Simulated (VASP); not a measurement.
# Os in VASP: notebook, part 2 of 2

VASP 6.6.1. Earlier steps stand in the parts before.

## 5. Relaxation of cell and atoms, PBE

The input, INCAR:

```
SYSTEM = Os
PREC = Accurate
ENCUT = 600
EDIFF = 1E-7
ISMEAR = 0
SIGMA = 0.1
LREAL = .FALSE.
LASPH = .TRUE.
NELM = 60
ALGO = Fast
ISIF = 3
LWAVE = .FALSE.
LCHARG = .FALSE.
GGA = PE
IBRION = 2
NSW = 90
EDIFFG = -0.04
```

The input, KPOINTS:

```
Automatic mesh
0
G
  8 8 6
  0 0 0
```

The input, POSCAR:

```
Os
1.0
    1.0872243000     -2.0298561200      0.0000000000
    1.0872243000      2.0298561200      0.0000000000
    0.0000000000      0.0000000000      3.1699121100
Os
1
Direct
    0.0000000000      0.0000000000      0.0000000000
```

Potentials or basis: VASP PAW PBE potentials, release 64 (Os).

Launch:

```console
$ cat potpaw_PBE.64/Os/POTCAR > POTCAR
$ mpirun -np 1 vasp_std > vasp.out
```

OUTCAR:

```text
SYSTEM = Os
   PREC = Accurate
   ENCUT = 600
   EDIFF = 1E-7
   ISMEAR = 0
   LREAL = .FALSE.
   LASPH = .TRUE.
   NELM = 60
   ISIF = 3
   GGA = PE
   IBRION = 2
   NSW = 90
   EDIFFG = -0.04

 ion  position               nearest neighbor table
   1  0.000  0.000  0.000-

  LATTYP: Found a base centered orthorhombic cell.
 ALAT       =     2.1744486000
 B/A-ratio  =     1.8670076819
 C/A-ratio  =     1.4578004327

  Lattice vectors:

 A1 = (   1.0872243000,  -2.0298561200,   0.0000000000)
 A2 = (   1.0872243000,   2.0298561200,   0.0000000000)
 A3 = (   0.0000000000,   0.0000000000,   3.1699121100)

Analysis of symmetry for initial positions (statically):
=====================================================================
 Subroutine PRICEL returns:
 Original cell was already a primitive cell.

 Routine SETGRP: Setting up the symmetry group for a
 base centered orthorhombic supercell.

 Subroutine GETGRP returns: Found  8 space group operations
 (whereof  8 operations were pure point group operations)
 out of a pool of  8 trial point group operations.

The static configuration has the point symmetry D_2h.

Analysis of symmetry for dynamics (positions and initial velocities):
=====================================================================
[... 157 lines left out ...]

  energy without entropy =       -6.57037784  energy(sigma->0) =       -6.57489314

------------------------ aborting loop because EDIFF is reached ----------------------------------------

  FORCE on cell =-STRESS in cart. coord.  units (eV):
  Direction    XX          YY          ZZ          XY          YZ          ZX
  --------------------------------------------------------------------------------------
  -------------------------------------------------------------------------------------
  Total       26.1875062     21.1485741     -0.7693045      0.0000000      0.0000000      0.0000000
  in kB     2998.7696181   2421.7541409    -88.0941836      0.0000000      0.0000000      0.0000000
  external PRESSURE =    1777.4765251 kB  Pullay stress =       0.0000000 kB
[... 625 lines left out ...]
 k-point    24 :       0.2500    0.0000    0.1667
  band No.  band energies     occupation
      1      -1.5122      2.00000
      2       0.6644      2.00000
      3       1.4995      2.00000
      4       2.7345      2.00000
      5       3.2043      1.24198
      6       3.7346      0.00000
      7      13.4337      0.00000
      8      15.1978      0.00000

 [... further k-points ...]

[... ionic steps 4 to 12 ...]

--------------------------------------- Ionic step       13  -------------------------------------------

 number of electron       8.0000000 magnetization

------------------------ aborting loop because EDIFF is reached ----------------------------------------
[... 65 lines left out ...]
--------------------------------------- Ionic step       15  -------------------------------------------

 number of electron       8.0000000 magnetization

 Free energy of the ion-electron system (eV)
  ---------------------------------------------------
  ext. energy  EPLUGINS =         0.00000000
  ---------------------------------------------------
  free energy    TOTEN  =       -10.03145517 eV

  energy without entropy =      -10.02318402  energy(sigma->0) =      -10.02731959

 E-fermi :   7.9152     XC(G=0): -13.2676

 val. band max:        7.9016453297   @ k =   0.5000   0.1250   0.1667
 cond. band min:       7.9168322426   @ k =  -0.1250   0.1250   0.3333
 fundamental gap:      0.0151869129
 Fermi energy:         7.9151790209
[... 292 lines left out ...]
  FREE ENERGIE OF THE ION-ELECTRON SYSTEM (eV)
  ---------------------------------------------------
  free  energy   TOTEN  =       -10.0314551668 eV

  energy  without entropy=      -10.0231840231  energy(sigma->0) =      -10.02731959

 reached required accuracy - stopping structural energy minimisation
```

OSZICAR:

```text
N       E                     dE             d eps       ncg     rms          rms(c)
DAV:   1     0.448258458398E+02    0.44826E+02   -0.48031E+03  1344   0.105E+03
DAV:   2    -0.595536455117E+01   -0.50781E+02   -0.49457E+02  1392   0.246E+02
[... 171 lines left out ...]
DAV:   1    -0.100365238511E+02   -0.70257E-02   -0.22906E-01  1424   0.419E+00    0.626E-01
RMM:   2    -0.100321954172E+02    0.43284E-02   -0.29312E-03  1344   0.626E-01    0.204E-01
RMM:   3    -0.100314418988E+02    0.75352E-03   -0.17451E-03  1344   0.347E-01    0.377E-02
RMM:   4    -0.100314520637E+02   -0.10165E-04   -0.98110E-05  1344   0.149E-01    0.274E-02
RMM:   5    -0.100314553563E+02   -0.32926E-05   -0.23801E-05  1344   0.479E-02    0.103E-02
RMM:   6    -0.100314551080E+02    0.24835E-06   -0.41559E-06  1344   0.291E-02    0.205E-03
RMM:   7    -0.100314551668E+02   -0.58835E-07   -0.53657E-07  1234   0.715E-03
  15 F= -.10031455E+02 E0= -.10027320E+02  d E =-.109493E-02
```

CONTCAR:

```text
Os
   1.00000000000000
     1.3346891589616674   -2.3169545870158821    0.0000000000000000
     1.3346891589616674    2.3169545870158821    0.0000000000000000
     0.0000000000000000    0.0000000000000000    2.5464378948635700
  Os
     1
Direct
     0.0000000000000000    0.0000000000000000    0.0000000000000000

  0.00000000E+00  0.00000000E+00  0.00000000E+00
```

Run time: 60 s. Hardware: 1 thread of AMD EPYC 9R45 (Zen 5), shared host; peak memory 0.11 GiB.

Results:

- Free energy: -10.0315 eV
- Relaxed volume: 15.75 Å³/atom
- Relaxed cell: a = 2.674 Å, b = 2.674 Å, c = 2.546 Å, α = 90.00°, β = 90.00°, γ = 120.11°
- Space group after relaxing (to 0.05 Å): P6/mmm (No. 191)
- Energy gained by relaxing: 3452.0 meV/atom
- Ionic steps: 15
- Pressure after relaxing: 0.1 GPa
- Band gap on the k mesh: zero (band 4 reaches 11.21 eV, above the bottom of band 5 at 7.00 eV)

The path:
| step | energy change (eV) | largest force (eV/Å) | pressure (GPa) | volume (Å³) |
| --- | --- | --- | --- | --- |
| 1 | 0.0000 | 0.0000 | 177.75 | 13.99 |
| 2 | 5.1709 | 0.0000 | -29.32 | 61.60 |
| 3 | -0.7691 | 0.0000 | -42.43 | 27.28 |
| 4 | -1.8315 | 0.0000 | -43.88 | 23.71 |
| 5 | -2.9427 | 0.0000 | -11.66 | 18.55 |
| 6 | -2.9425 | 0.0000 | -10.09 | 18.45 |
| 7 | -3.3843 | 0.0000 | 0.42 | 16.03 |
| 8 | -3.4225 | 0.0000 | 9.32 | 15.40 |
| 9 | -3.4223 | 0.0000 | 11.42 | 15.28 |
| 10 | -3.3462 | 0.0000 | -10.29 | 16.47 |
| 11 | -3.4455 | 0.0000 | 1.64 | 15.67 |
| 12 | -3.4505 | 0.0000 | -3.01 | 15.91 |
| 13 | -3.4510 | 0.0000 | -2.00 | 15.85 |
| 14 | -3.4501 | 0.0000 | 2.94 | 15.61 |
| 15 | -3.4520 | 0.0000 | 0.06 | 15.75 |

Final structure:
```xyz
1
Lattice="1.3347 -2.3170 0.0000 1.3347 2.3170 0.0000 0.0000 0.0000 2.5464" Properties=species:S:1:pos:R:3 pbc="T T T"
Os    0.0000    0.0000    0.0000
```

Levels at points of the mesh, in eV from the Fermi level:
| k point | band 1 | band 2 | band 3 | band 4 | band 5 | band 6 | band 7 | band 8 |
| --- | --- | --- | --- | --- | --- | --- | --- | --- |
| (0.00, 0.00, 0.00) | -9.96 | -6.21 | -2.61 | -2.56 | 2.38 | 2.39 | 14.50 | 15.21 |
| (0.50, 0.00, 0.00) | -6.94 | -5.30 | -0.94 | -0.36 | 1.65 | 2.98 | 7.86 | 13.30 |
| (0.50, 0.50, 0.00) | -6.94 | -5.31 | -0.94 | -0.39 | 1.67 | 2.97 | 7.82 | 13.37 |
| (0.00, 0.00, 0.50) | -6.75 | -1.90 | -1.85 | -1.53 | -0.72 | -0.70 | 7.21 | 17.80 |
| (0.50, 0.00, 0.50) | -6.72 | -5.45 | -1.97 | 3.29 | 4.31 | 5.37 | 5.58 | 14.51 |
| (0.50, 0.50, 0.50) | -6.72 | -5.46 | -1.95 | 3.28 | 4.31 | 5.35 | 5.55 | 14.47 |

Caveat: the k points lie up to 0.41 Å⁻¹ apart in the final cell; spin-orbit coupling is left out, which moves the levels of the heavy elements.

## 6. Single point, PBE

This run uses another cell than the first one, of 15.79 Å³/atom, 1.128 times its volume.

The input, INCAR:

```
PREC = Accurate ; ENCUT = 520
EDIFF = 1E-7 ; ISMEAR = 0
SIGMA = 0.1 ; LREAL = False
LASPH = True ; NELM = 80
ALGO = Normal ; ISIF = 2
LWAVE = False ; LCHARG = True
GGA = PE ; LELF = True
LVHAR = True ; NBANDS = 10
```

The input, KPOINTS:

```
regular mesh
0
Gamma
  24 24 22
```

The input, POSCAR:

```
Os
1.0
    2.6650551989      0.0000000000      0.0000000000
   -1.3325275994      2.3080055047      0.0000000000
    0.0000000000      0.0000000000      2.5666395413
Os
1
Direct
    0.0000000000      0.0000000000      0.0000000000
```

Potentials or basis: VASP PAW PBE potentials, release 64 (Os).

Launch:

```console
$ cat potpaw_PBE.64/Os/POTCAR > POTCAR
$ mpirun -np 1 vasp_std > vasp.out
```

Run time: 35 s. Hardware: 1 thread of AMD EPYC 9R45 (Zen 5), shared host; peak memory 0.2 GiB.

It converged, with:

```
Free energy            : -10.1228 eV
Pressure               : -0.2 GPa
Band gap on the k mesh : zero (band 4 reaches 11.15 eV, above the bottom of band 5 at 6.25 eV)
```

Stress tensor (GPa, compression positive):
```
-0.09  0.00  0.00
 0.00 -0.09  0.00
 0.00  0.00 -0.31
```

Levels at points of the mesh, in eV from the Fermi level:
```csv
k point,band 1,band 2,band 3,band 4,band 5,band 6,band 7,band 8
"(0.00, 0.00, 0.00)",-9.73,-5.91,-2.42,-2.42,2.54,2.54,14.77,15.07
"(0.50, 0.00, 0.00)",-6.77,-4.92,-0.89,-0.12,1.79,3.19,8.13,13.67
"(0.00, 0.00, 0.50)",-6.65,-1.76,-1.76,-1.36,-0.38,-0.38,7.16,17.94
"(0.50, 0.00, 0.50)",-6.46,-5.38,-1.65,3.47,4.44,5.57,5.69,14.57
```

Caveat: spin-orbit coupling is left out, which moves the levels of the heavy elements.

## 7. Single point, PBE

This run uses another cell than the first one, of 15.75 Å³/atom, 1.126 times its volume.

The input, INCAR:

```
PREC     = Accurate       # precision mode
ENCUT    = 500            # plane-wave cutoff, eV
EDIFF    = 1E-6           # SCF threshold, eV
ISMEAR   = 0              # smearing method
SIGMA    = 0.1            # smearing width, eV
LREAL    = F              # projectors in reciprocal space
LASPH    = T              # aspherical terms in the spheres
NELM     = 120            # most SCF steps
ALGO     = Normal         # electronic algorithm
ISIF     = 2              # what is computed and relaxed
LWAVE    = F              # write WAVECAR
LCHARG   = T              # write CHGCAR
GGA      = PE             # functional
LELF     = T              # ELF
LVHAR    = T            
NBANDS   = 14             # bands
GGA_COMPAT= F
```

The input, KPOINTS:

```
regular mesh
0
Gamma
  8 8 6
```

The input, POSCAR:

```
Os
1.0
    1.3363413261     -2.3143020080      0.0000000000
    1.3363413261      2.3143020080      0.0000000000
    0.0000000000      0.0000000000      2.5464346571
Os
1
Direct
    0.0000000000      0.0000000000      0.0000000000
```

Potentials or basis: VASP PAW PBE potentials, release 64 (Os_sv_GW).

Launch:

```console
$ cat potpaw_PBE.64/Os_sv_GW/POTCAR > POTCAR
$ mpirun -np 1 vasp_std > vasp.out
```

It took 7 s on 1 thread of Intel Xeon 6975P-C (Granite Rapids), shared host; peak memory 0.13 GiB.

The run converged. Its results:

| Item | Value |
| --- | --- |
| Free energy | -11.1280 eV |
| Pressure | -2.3 GPa |
| Band gap on the k mesh | zero (band 8 reaches 15.08 eV, above the bottom of band 9 at 10.88 eV) |

Levels at points of the mesh, in eV from the Fermi level:
| k point | band 4 | band 5 | band 6 | band 7 | band 8 | band 9 | band 10 | band 11 | band 12 | band 13 |
| --- | --- | --- | --- | --- | --- | --- | --- | --- | --- | --- |
| (0.00, 0.00, 0.00) | -45.32 | -9.95 | -6.20 | -2.59 | -2.58 | 2.40 | 2.40 | 13.73 | 14.83 | 20.67 |
| (0.50, 0.00, 0.00) | -45.30 | -6.94 | -5.29 | -0.93 | -0.38 | 1.68 | 2.99 | 7.85 | 13.04 | 16.88 |
| (0.50, 0.50, 0.00) | -45.30 | -6.94 | -5.29 | -0.93 | -0.38 | 1.68 | 2.99 | 7.85 | 13.04 | 16.88 |
| (0.00, 0.00, 0.50) | -45.23 | -6.74 | -1.88 | -1.88 | -1.53 | -0.70 | -0.70 | 7.23 | 16.74 | 19.97 |
| (0.50, 0.00, 0.50) | -45.45 | -6.72 | -5.46 | -1.95 | 3.30 | 4.33 | 5.29 | 5.52 | 14.48 | 15.82 |
| (0.50, 0.50, 0.50) | -45.45 | -6.72 | -5.46 | -1.96 | 3.30 | 4.33 | 5.29 | 5.52 | 14.48 | 15.82 |

Caveat: the k points lie up to 0.41 Å⁻¹ apart; spin-orbit coupling is left out, which moves the levels of the heavy elements.

## 8. Overview

| task | potentials or basis | spin | cell | k mesh | cutoff (eV) | second run | gap on the mesh (eV) | pressure (GPa) |
| --- | --- | --- | --- | --- | --- | --- | --- | --- |
| single point | VASP PAW PBE potentials, release 64 (Os) | off | a = 2.303, b = 2.303, c = 3.170 Å, angles 90.0, 90.0, 123.7°, 1 atom | 8 × 8 × 6 | 520 | - | none | 177.7 |
| single point | VASP PAW PBE potentials, release 64 (Os) | off | a = 2.672, b = 2.672, c = 2.546 Å, angles 90.0, 90.0, 120.0°, 1 atom | 8 × 8 × 6 | 520 | - | none | -0.1 |
| single point | VASP PAW PBE potentials, release 64 (Os) | collinear, ferromagnetic start | a = 2.673, b = 2.673, c = 2.546 Å, angles 90.0, 90.0, 120.0°, 1 atom | 6 × 6 × 6 | 520 | - | none | 1.5 |
| relaxation of cell and atoms | VASP PAW PBE potentials, release 64 (Os) | off | relaxed from a = 2.303, b = 2.303, c = 3.170 Å, angles 90.0, 90.0, 123.7°, 1 atom | 8 × 8 × 6 | 600 | - | none | 0.1 |
| single point | VASP PAW PBE potentials, release 64 (Os) | off | a = 2.665, b = 2.665, c = 2.567 Å, angles 90.0, 90.0, 120.0°, 1 atom | 24 × 24 × 22 | 520 | - | none | -0.2 |
| single point | VASP PAW PBE potentials, release 64 (Os_sv_GW) | off | a = 2.672, b = 2.672, c = 2.546 Å, angles 90.0, 90.0, 120.0°, 1 atom | 8 × 8 × 6 | 500 | valence_matched | none | -2.3 |

Alike in all rows: level PBE; smearing gaussian 0.1 eV.

Caveats: some runs use coarse meshes; spin-orbit coupling is left out, which moves the levels of the heavy elements.

Total energies depend on the potentials used, so only differences within one code and one set of settings carry meaning.
